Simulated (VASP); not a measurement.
Here is a VASP 6.6.1 calculation.

INCAR

```
PREC = Accurate
ENCUT = 500
EDIFF = 1E-6
ISMEAR = 0
SIGMA = 0.1
LREAL = False
LASPH = True
NELM = 120
ALGO = Normal
ISIF = 2
LWAVE = False
LCHARG = True
GGA = PE
LELF = True
LVHAR = True
NBANDS = 34
GGA_COMPAT = False
```

File KPOINTS:

```
regular mesh
0
Gamma
  12 12 4
```

The input POSCAR:

```
In
1.0
    3.4072526510      0.0000000000      0.0000000000
   -1.7036263255      2.9507673529      0.0000000000
    0.0000000000      0.0000000000     10.9419280228
In
4
Direct
    0.0000000000      0.0000000000      0.0000000000
    0.3333333333      0.6666666667      0.2500000000
    0.0000000000      0.0000000000      0.5000000000
    0.6666666667      0.3333333333      0.7500000000
```

Potentials or basis: VASP PAW PBE potentials, release 64 (In_d).

Launch:

```sh
$ cat potpaw_PBE.64/In_d/POTCAR > POTCAR
$ mpirun -np 1 vasp_std > vasp.out
```

(1) Estimate the pressure.

(2) What does it give for the band gap on the k mesh?

## Answers

(1) 0.0 GPa.

(2) zero (bands 26 and 27 overlap by 4.72 eV).

Caveat: spin-orbit coupling is left out, which moves the levels of the heavy elements.
